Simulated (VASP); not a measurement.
A run of VASP 6.6.1 is set up as follows.

INCAR

```
SYSTEM = C
  PREC = Accurate
  ENCUT = 520
  EDIFF = 1E-6
  ISMEAR = 0
  SIGMA = 0.01
  LREAL = .FALSE.
  LASPH = .TRUE.
  NELM = 100
  ALGO = Normal
  ISIF = 2
  LWAVE = .FALSE.
  LCHARG = .TRUE.
  GGA = PE
  LELF = .TRUE.
  LVHAR = .TRUE.
  NBANDS = 36
```

The input KPOINTS:

```
Automatic mesh
0
G
  18 18 2
  0 0 0
```

POSCAR

```
C
1.0
    2.4665162697      0.0000000000      0.0000000000
   -1.2332581348      2.1360657484      0.0000000000
    0.0000000000      0.0000000000     25.4697374479
C
12
Direct
    0.0000000000      0.0000000000      0.9175619738
    0.3333333333      0.6666666667      0.9175585647
    0.0000000000      0.0000000000      0.7491081020
    0.3333333333      0.6666666667      0.7491046929
    0.6666666667      0.3333333333      0.2508953071
    0.0000000000      0.0000000000      0.2508918980
    0.6666666667      0.3333333333      0.0824414353
    0.0000000000      0.0000000000      0.0824380262
    0.3333333333      0.6666666667      0.5842286405
    0.6666666667      0.3333333333      0.5842252313
    0.3333333333      0.6666666667      0.4157747687
    0.6666666667      0.3333333333      0.4157713595
```

Potentials or basis: VASP PAW PBE potentials, release 64 (C).

Launch:

```bash
$ cat potpaw_PBE.64/C/POTCAR > POTCAR
$ mpirun -np 1 vasp_std > vasp.out
```

(1) What does it give for the pressure?

## Answers

(1) 0.4 GPa.

Caveat: the cell differs from its parent crystal (strain along c alone, the other axes held: -1.0 %, then relaxed in part); this functional lacks dispersion, which binds layers or chains, so the pressure and a relaxed spacing across them are unreliable.
